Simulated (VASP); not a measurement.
Input of a VASP 6.6.1 run:

Contents of POSCAR:

```
Rh
1.0
    0.0000000000      1.6927493957      2.3935476455
    1.6927493957      0.0000000000      2.3935476455
    1.6927493957      1.6927493957      0.0000000000
Rh
1
Direct
    0.0000000000      0.0000000000      0.0000000000
```

Contents of INCAR.step1:

```
PREC = Accurate ; ENCUT = 520
ISMEAR = 0 ; SIGMA = 0.15
LREAL = F ; LASPH = T
NELM = 100 ; NBANDS = 14
GGA = PE ; ALGO = Normal
EDIFF = 1E-4 ; LWAVE = T
LCHARG = F
```

Contents of INCAR.step2:

```
PREC = Accurate ; ENCUT = 520
EDIFF = 1E-6 ; ISMEAR = 0
SIGMA = 0.15 ; LREAL = F
LASPH = T ; NELM = 100
ALGO = Normal ; ISIF = 2
LWAVE = F ; LCHARG = F
METAGGA = R2SCAN ; LMIXTAU = T
NBANDS = 14 ; ISTART = 1
```

The input KPOINTS:

```
Automatic mesh
0
Gamma
  30 30 30
```

Potentials or basis: VASP PAW PBE potentials, release 64 (Rh_pv).

Launch:

```console
$ cat potpaw_PBE.64/Rh_pv/POTCAR > POTCAR
$ cp INCAR.step1 INCAR
$ mpirun -np 1 vasp_std > vasp.out
$ cp INCAR.step2 INCAR
$ mpirun -np 1 vasp_std > vasp.out
```

Task: What does it give for the band gap on the k mesh?

Result: Zero (an odd number of electrons rules out a gap without spin polarisation).

Task: Predict the pressure.

Result: 24.5 GPa.

Stress tensor (GPa, compression positive):
```
 48.19   0.00   0.00
  0.00  48.19   0.00
  0.00   0.00 -22.96
```

Caveat: the stress differs along the axes, from -23 to 48 GPa; the PAW data sets were made with another functional, which shifts forces and pressure a little.
